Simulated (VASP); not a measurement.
# B4MoRu (P-43m) in VASP: a series of runs

The runs below take B4MoRu through single point, relaxation of cell and atoms, with PBE.

Program: VASP 6.6.1. These are calculated values, not measurements. Logs are shortened: lines on timing, memory, paths and dates and some standing lists are left out, and cuts for length are marked.

## Step 1: The cell of the first run

It takes space group P-43m (No. 215, cubic). Conventional cell: a = 4.166 Å, b = 4.166 Å, c = 4.166 Å, α = 90.00°, β = 90.00°, γ = 90.00°. B (site symmetry 3m) has 1 Ru at 1.54 Å and 1 Mo at 2.06 Å within 2.1 Å. Mo (site symmetry -43m) has 4 B at 2.06 Å within 2.7 Å. Within 2.1 Å of Ru (site symmetry -43m) lie 4 B at 1.54 Å.

## Step 2: Single point, PBE

The input, INCAR:

```
PREC = Accurate
ENCUT = 520
EDIFF = 1E-6
ISMEAR = 0
SIGMA = 0.1
LREAL = F
LASPH = T
NELM = 60
ALGO = Normal
ISIF = 2
LWAVE = F
LCHARG = T
GGA = PE
LELF = T
LVHAR = T
NBANDS = 29
```

The input, KPOINTS:

```
Automatic mesh
0
Gamma
  4 4 4
```

The input, POSCAR:

```
B4MoRu
1.0
    4.1660946900      0.0000000000      0.0000000000
    0.0000000000      4.1660946900      0.0000000000
    0.0000000000      0.0000000000      4.1660946900
B Mo Ru
4 1 1
Direct
    0.7140359100      0.7140359100      0.7140359100
    0.2859640900      0.2859640900      0.7140359100
    0.2859640900      0.7140359100      0.2859640900
    0.7140359100      0.2859640900      0.2859640900
    0.0000000000      0.0000000000      0.0000000000
    0.5000000000      0.5000000000      0.5000000000
```

Potentials or basis: VASP PAW PBE potentials, release 64 (B, Mo_sv, Ru_pv).

Command:

```sh
$ cat potpaw_PBE.64/B/POTCAR potpaw_PBE.64/Mo_sv/POTCAR potpaw_PBE.64/Ru_pv/POTCAR > POTCAR
$ mpirun -np 1 vasp_std > vasp.out
```

OUTCAR:

```text
PREC = Accurate
   ENCUT = 520
   EDIFF = 1E-6
   ISMEAR = 0
   LREAL = F
   LASPH = T
   NELM = 60
   ISIF = 2
   GGA = PE

 ion  position               nearest neighbor table
   1  0.714  0.714  0.714-   6 1.54   5 2.06
   2  0.286  0.286  0.714-   6 1.54   5 2.06
   3  0.286  0.714  0.286-   6 1.54   5 2.06
   4  0.714  0.286  0.286-   6 1.54   5 2.06
   5  0.000  0.000  0.000-   1 2.06   2 2.06   3 2.06   4 2.06
   6  0.500  0.500  0.500-   1 1.54   2 1.54   3 1.54   4 1.54

  LATTYP: Found a simple cubic cell.
 ALAT       =     4.1660946900

  Lattice vectors:

 A1 = (   4.1660946900,   0.0000000000,   0.0000000000)
 A2 = (   0.0000000000,   4.1660946900,   0.0000000000)
 A3 = (   0.0000000000,   0.0000000000,   4.1660946900)

Analysis of symmetry for initial positions (statically):
=====================================================================
 Subroutine PRICEL returns:
 Original cell was already a primitive cell.

 Routine SETGRP: Setting up the symmetry group for a
 simple cubic supercell.

 Subroutine GETGRP returns: Found 24 space group operations
 (whereof 24 operations were pure point group operations)
 out of a pool of 48 trial point group operations.

The static configuration has the point symmetry T_d .

Analysis of symmetry for dynamics (positions and initial velocities):
=====================================================================
 Subroutine PRICEL returns:
 Original cell was already a primitive cell.

 Routine SETGRP: Setting up the symmetry group for a
 simple cubic supercell.

 Subroutine GETGRP returns: Found 24 space group operations
 (whereof 24 operations were pure point group operations)
 out of a pool of 48 trial point group operations.

The dynamic configuration has the point symmetry T_d .

 Subroutine INISYM returns: Found 24 space group operations
 (whereof 24 operations are pure point group operations),
 and found     1 'primitive' translations

----------------------------------------------------------------------------------------

                                     Primitive cell

  volume of cell :      72.3082

  direct lattice vectors                    reciprocal lattice vectors
     4.166094690  0.000000000  0.000000000     0.240032950  0.000000000  0.000000000
     0.000000000  4.166094690  0.000000000     0.000000000  0.240032950  0.000000000
     0.000000000  0.000000000  4.166094690     0.000000000  0.000000000  0.240032950

  length of vectors
     4.166094690  4.166094690  4.166094690     0.240032950  0.240032950  0.240032950

[... 78 lines left out ...]
   NFREE  =      0    steps in history (QN), initial steepest desc. (CG)
   ISIF   =      2    stress and relaxation
   ISYM   =      2    0-nonsym 1-usesym 2-fastsym
   POTIM  = 0.5000    time-step for ionic-motion
   TEBEG  =    0.0;   TEEND  =   0.0 temperature during run
   PSTRESS=    0.0 pullay stress
   NELECT =      40.0000    total number of electrons
   NUPDOWN=      -1.0000    fix difference up-down
   EMIN   =  10.00;   EMAX   =-10.00  energy-range for DOS
   EFERMI =   0.00;   METHOD = LEGACY
   ISMEAR =     0;   SIGMA  =   0.10  broadening in eV -4-tet -1-fermi 0-gaus
   EFERMI_NEDOS =   21; number of points for ismear=-14 and -15
   IALGO  =     38    algorithm
   IMIX   =      4    mixing-type and parameters
     AMIX     =   0.40;   BMIX     =  1.00
     AMIX_MAG =   1.60;   BMIX_MAG =  1.00
  volume/ion in A,a.u.               =      12.05        81.33
  Fermi-wavevector in a.u.,A,eV,Ry     =   1.343896  2.539595 24.572893  1.806057
  Thomas-Fermi vector in A             =   2.471933
   LORBIT       =      0    0 simple, 1 ext, 2 COOP (PROOUT), +10 PAW based schemes
   GGA     = PE    functional components
   LHFCALC =     F    Hartree Fock is set to
   AEXX    =    0.0000 exact exchange contribution
   IVDW    =     0    specifies the selected vdW correction
   LEPSILON=     F    determine dielectric tensor
   LRPA    =     F    only Hartree local field effects (RPA)
 non-spin polarized calculation
 Gauss-broadening in eV      SIGMA  =   0.10
  energy-cutoff  :      520.00
  volume of cell :       72.31
 maximum number of plane-waves:      1956
 NGX is ok and might be reduce to    32
   NGX = 15   NGY = 15   NGZ = 15

 number of electron      39.9999991 magnetization

 Free energy of the ion-electron system (eV)
  ---------------------------------------------------
  ext. energy  EPLUGINS =         0.00000000
  ---------------------------------------------------
  free energy    TOTEN  =       -26.85856509 eV

  energy without entropy =      -26.83746040  energy(sigma->0) =      -26.84801274

 E-fermi :   6.8908     XC(G=0): -11.2853

 val. band max:        6.8662356954   @ k =   0.5000   0.2500   0.0000
 cond. band min:       6.9350017660   @ k =   0.5000   0.5000   0.2500
 fundamental gap:      0.0687660706
 Fermi energy:         6.8908023226

 k-point     1 :       0.0000    0.0000    0.0000
  band No.  band energies     occupation
      1     -53.5635      2.00000
      2     -37.4140      2.00000
      3     -37.4140      2.00000
      4     -37.4140      2.00000
      5     -27.7523      2.00000
      6     -27.7523      2.00000
[... 309 lines left out ...]
     28      10.7558      0.00000
     29      16.7833      0.00000

------------------------ aborting loop because EDIFF is reached ----------------------------------------

  FORCE on cell =-STRESS in cart. coord.  units (eV):
  Direction    XX          YY          ZZ          XY          YZ          ZX
  --------------------------------------------------------------------------------------
  -------------------------------------------------------------------------------------
  Total       40.7903200     40.7903200     40.7903200      0.0000000      0.0000000      0.0000000
  in kB      903.8165394    903.8165394    903.8165394      0.0000000      0.0000000      0.0000000
  external PRESSURE =     903.8165394 kB  Pullay stress =       0.0000000 kB

 VOLUME and BASIS-vectors are now :
 -----------------------------------------------------------------------------
  energy-cutoff  :      520.00
  volume of cell :       72.31
      direct lattice vectors                 reciprocal lattice vectors
     4.166094690  0.000000000  0.000000000     0.240032950  0.000000000  0.000000000
     0.000000000  4.166094690  0.000000000     0.000000000  0.240032950  0.000000000
     0.000000000  0.000000000  4.166094690     0.000000000  0.000000000  0.240032950

 POSITION                                       TOTAL-FORCE (eV/Angst)
 -----------------------------------------------------------------------------------
      2.97474      2.97474      2.97474        10.527166     10.527166     10.527166
      1.19135      1.19135      2.97474       -10.527166    -10.527166     10.527166
      1.19135      2.97474      1.19135       -10.527166     10.527166    -10.527166
      2.97474      1.19135      1.19135        10.527166    -10.527166    -10.527166
      0.00000      0.00000      0.00000         0.000000     -0.000000      0.000000
      2.08305      2.08305      2.08305         0.000000     -0.000000     -0.000000
 -----------------------------------------------------------------------------------
    total drift:                               -0.000000     -0.000000     -0.000000

  FREE ENERGIE OF THE ION-ELECTRON SYSTEM (eV)
  ---------------------------------------------------
  free  energy   TOTEN  =       -26.8585650851 eV

  energy  without entropy=      -26.8374604007  energy(sigma->0) =      -26.84801274
```

OSZICAR:

```text
N       E                     dE             d eps       ncg     rms          rms(c)
DAV:   1     0.344715346703E+03    0.34472E+03   -0.22057E+04   620   0.134E+03
DAV:   2    -0.177783297902E+02   -0.36249E+03   -0.35199E+03   640   0.390E+02
DAV:   3    -0.313216631921E+02   -0.13543E+02   -0.13256E+02   726   0.702E+01
DAV:   4    -0.315204903025E+02   -0.19883E+00   -0.19842E+00   669   0.775E+00
DAV:   5    -0.315243899561E+02   -0.38997E-02   -0.38991E-02   700   0.105E+00    0.358E+01
DAV:   6    -0.293549885123E+02    0.21694E+01   -0.29731E+01   613   0.252E+01    0.205E+01
DAV:   7    -0.272444247250E+02    0.21106E+01   -0.19558E+01   608   0.222E+01    0.112E+01
DAV:   8    -0.268622398462E+02    0.38218E+00   -0.13527E+00   616   0.669E+00    0.394E+00
DAV:   9    -0.268623832444E+02   -0.14340E-03   -0.12683E-01   625   0.210E+00    0.548E-01
DAV:  10    -0.268590077054E+02    0.33755E-02   -0.15712E-02   662   0.621E-01    0.327E-01
DAV:  11    -0.268585632747E+02    0.44443E-03   -0.20048E-03   662   0.232E-01    0.124E-01
DAV:  12    -0.268585721321E+02   -0.88574E-05   -0.10805E-04   672   0.598E-02    0.593E-02
DAV:  13    -0.268585662683E+02    0.58638E-05   -0.51578E-05   640   0.364E-02    0.142E-02
DAV:  14    -0.268585651684E+02    0.10999E-05   -0.76798E-06   622   0.133E-02    0.386E-03
DAV:  15    -0.268585650851E+02    0.83289E-07   -0.51105E-07   320   0.401E-03
   1 F= -.26858565E+02 E0= -.26848013E+02  d E =-.211047E-01
```

stdout:

```text
POSCAR found type information on POSCAR B MoRu
 POSCAR found :  3 types and       6 ions
 scaLAPACK will be used
 LDA part: xc-table for (Slater+PW92), standard interpolation
 POSCAR, INCAR and KPOINTS ok, starting setup
 FFT: planning ... GRIDC
 FFT: planning ... GRID_SOFT
 FFT: planning ... GRID
 WAVECAR not read
 entering main loop
```

Wall time 10 s (1 thread of Intel Xeon 6975P-C (Granite Rapids), shared host); peak memory 0.18 GiB.

What came out:

```yaml
Free_energy: -26.8586 eV
Pressure: 90.4 GPa
Largest_force: 18.234 eV/Å
Band_gap_on_the_k_mesh: zero (band 20 reaches 8.04 eV, above the bottom of band 21 at 6.76 eV)
```

Forces on the atoms (eV/Å):
```
B    10.527  10.527  10.527
B   -10.527 -10.527  10.527
B   -10.527  10.527 -10.527
B    10.527 -10.527 -10.527
Mo    0.000   0.000   0.000
Ru    0.000   0.000   0.000
```

Caveat: the k points lie up to 0.38 Å⁻¹ apart; forces of over 1 eV/Å act on the atoms, so gaps and moduli don't describe the material at rest.

## Step 3: Single point, PBE

This run uses another cell than the first one, of 16.41 Å³/atom, 1.362 times its volume.

The input, INCAR:

```
SYSTEM = B4MoRu
PREC = Accurate
ENCUT = 520
EDIFF = 1E-7
ISMEAR = 0
SIGMA = 0.1
LREAL = .False.
LASPH = .True.
NELM = 80
ALGO = Normal
ISIF = 2
LWAVE = .False.
LCHARG = .False.
GGA = PE
NBANDS = 29
```

The input, KPOINTS:

```
Automatic mesh
0
Gamma
  4 4 4
  0 0 0
```

The input, POSCAR:

```
B4MoRu
1.0
    4.6179358534      0.0000000000      0.0000000000
    0.0000000000      4.6179358534      0.0000000000
    0.0000000000      0.0000000000      4.6179358534
B Mo Ru
4 1 1
Direct
    0.7415821918      0.7415821918      0.7415821918
    0.2584178082      0.2584178082      0.7415821918
    0.2584178082      0.7415821918      0.2584178082
    0.7415821918      0.2584178082      0.2584178082
    0.0000000000      0.0000000000      0.0000000000
    0.5000000000      0.5000000000      0.5000000000
```

Potentials or basis: VASP PAW PBE potentials, release 64 (B, Mo_sv, Ru_pv).

Command:

```sh
$ cat potpaw_PBE.64/B/POTCAR potpaw_PBE.64/Mo_sv/POTCAR potpaw_PBE.64/Ru_pv/POTCAR > POTCAR
$ mpirun -np 1 vasp_std > vasp.out
```

Run time: 15 s. Hardware: 1 thread of Intel Xeon 6975P-C (Granite Rapids), shared host; peak memory 0.21 GiB.

It converged, with:

| Quantity | Value |
| --- | --- |
| Free energy | -38.1030 eV |
| Pressure | 0.1 GPa |
| Largest force | 0.023 eV/Å |
| Band gap on the k mesh | zero (band 20 reaches 4.79 eV, above the bottom of band 21 at 3.33 eV) |

Forces on the atoms (eV/Å):
```
B    0.013  0.013  0.013
B   -0.013 -0.013  0.013
B   -0.013  0.013 -0.013
B    0.013 -0.013 -0.013
Mo   0.000  0.000  0.000
Ru   0.000  0.000  0.000
```

Levels at points of the mesh, in eV from the Fermi level:
```tsv
k point	band 18	band 19	band 20	band 21	band 22	band 23
(0.00, 0.00, 0.00)	-0.54	-0.54	0.51	0.51	0.51	2.27
(0.50, 0.00, 0.00)	-2.06	-0.93	1.20	1.20	1.46	1.70
(0.50, 0.50, 0.00)	-2.05	-1.77	-1.22	-0.26	1.59	1.59
(0.50, 0.50, 0.50)	-1.29	-1.29	-1.29	0.08	0.08	1.83
```

## Step 4: Relaxation of cell and atoms, PBE

The input, INCAR:

```
SYSTEM = B4MoRu
PREC = Accurate
ENCUT = 600
EDIFF = 1E-6
ISMEAR = 0
SIGMA = 0.1
LREAL = .False.
LASPH = .True.
NELM = 60
ALGO = Normal
ISIF = 3
LWAVE = .False.
LCHARG = .False.
GGA = PE
IBRION = 2
NSW = 90
EDIFFG = -0.04
```

The input, KPOINTS:

```
regular mesh
0
Gamma
  4 4 4
  0 0 0
```

The input, POSCAR:

```
B4MoRu
1.0
    4.1660946900      0.0000000000      0.0000000000
    0.0000000000      4.1660946900      0.0000000000
    0.0000000000      0.0000000000      4.1660946900
B Mo Ru
4 1 1
Direct
    0.7140359100      0.7140359100      0.7140359100
    0.2859640900      0.2859640900      0.7140359100
    0.2859640900      0.7140359100      0.2859640900
    0.7140359100      0.2859640900      0.2859640900
    0.0000000000      0.0000000000      0.0000000000
    0.5000000000      0.5000000000      0.5000000000
```

Command:

```sh
$ cat potpaw_PBE.64/B/POTCAR potpaw_PBE.64/Mo_sv/POTCAR potpaw_PBE.64/Ru_pv/POTCAR > POTCAR
$ mpirun -np 1 vasp_std > vasp.out
```

Run time: 3 min. Hardware: 1 thread of Intel Xeon 6975P-C (Granite Rapids), shared host; peak memory 0.22 GiB.

Results (log left out):

```yaml
Free_energy: -38.0923 eV
Relaxed_volume: 16.44 Å³/atom
Relaxed_cell: a = 4.620 Å, b = 4.620 Å, c = 4.620 Å, α = 90.00°, β = 90.00°, γ = 90.00°
Space_group_after_relaxing_to_0.05_Å: P-43m (No. 215)
Energy_gained_by_relaxing: 1871.5 meV/atom
Ionic_steps: 12
Pressure_after_relaxing: 0.0 GPa
Largest_force_after_relaxing: 0.004 eV/Å
Band_gap_on_the_k_mesh: zero (band 20 reaches 4.78 eV, above the bottom of band 21 at 3.32 eV)
```

Forces in eV/Å, atoms in the order of the input:
```
B    0.002  0.002  0.002
B   -0.002 -0.002  0.002
B   -0.002  0.002 -0.002
B    0.002 -0.002 -0.002
Mo   0.000  0.000  0.000
Ru   0.000  0.000  0.000
```

Step by step:
```
step  energy change (eV)  largest force (eV/Å)  pressure (GPa)  volume (Å³)
   1              0.0000               18.2265           90.34        72.31
   2             10.6382               14.8634           22.87       169.28
   3              4.2682               11.0129           14.15       143.74
   4             -0.1428                9.7704            8.80       126.70
   5             -8.0724                7.1543            8.07        96.98
   6             -9.8833                3.1142           22.32        84.04
   7            -10.9077                0.2338           -8.92       108.93
   8            -11.2075                0.5163           -1.50        99.81
   9            -11.2077                0.5520           -1.16        99.47
  10            -11.2263                0.1329            0.87        97.87
  11            -11.2286                0.0437            0.34        98.27
  12            -11.2291                0.0039           -0.04        98.62
```

Final structure:
```
B Mo Ru
1.0
     4.62018    0.00000    0.00000
     0.00000    4.62018    0.00000
     0.00000    0.00000    4.62018
B Mo Ru
4 1 1
Direct
  0.74164 0.74164 0.74164
  0.25836 0.25836 0.74164
  0.25836 0.74164 0.25836
  0.74164 0.25836 0.25836
  0.00000 0.00000 0.00000
  0.50000 0.50000 0.50000
```

Levels at points of the mesh, in eV from the Fermi level:
```
           k point  band 17  band 18  band 19  band 20  band 21  band 22  band 23  band 24
(0.00, 0.00, 0.00)    -1.70    -0.54    -0.54     0.51     0.51     0.51     2.27     2.27
(0.50, 0.00, 0.00)    -2.09    -2.06    -0.93     1.20     1.20     1.46     1.70     1.70
(0.50, 0.50, 0.00)    -2.05    -2.05    -1.77    -1.22    -0.26     1.59     1.75     2.33
(0.50, 0.50, 0.50)    -2.11    -1.29    -1.29    -1.29     0.08     0.08     1.82     1.82
```

Caveat: the k points lie up to 0.34 Å⁻¹ apart in the final cell; the volume moved by over 15 % at a fixed basis, so the end points are rough.

## Step 5: The runs side by side

```csv
task,cell,cutoff (eV),gap on the mesh (eV),pressure (GPa),largest force (eV/Å)
single point,"a = 4.166 Å, 6 atoms",520,none,90.4,18.23
single point,"a = 4.618 Å, 6 atoms",520,none,0.1,0.02
relaxation of cell and atoms,"relaxed from a = 4.166 Å, 6 atoms",600,none,0.0,-
```

Alike in all rows: level PBE; potentials or basis VASP PAW PBE potentials, release 64 (B, Mo_sv, Ru_pv); no spin polarisation; k mesh 4 × 4 × 4; smearing gaussian 0.1 eV.

Caveats: some runs use coarse meshes; forces of over 1 eV/Å act on the atoms, so gaps and moduli don't describe the material at rest (some runs); the volume moved by over 15 % at a fixed basis, so the end points are rough (some runs).

Absolute energies hang on the potentials; compare differences alone.
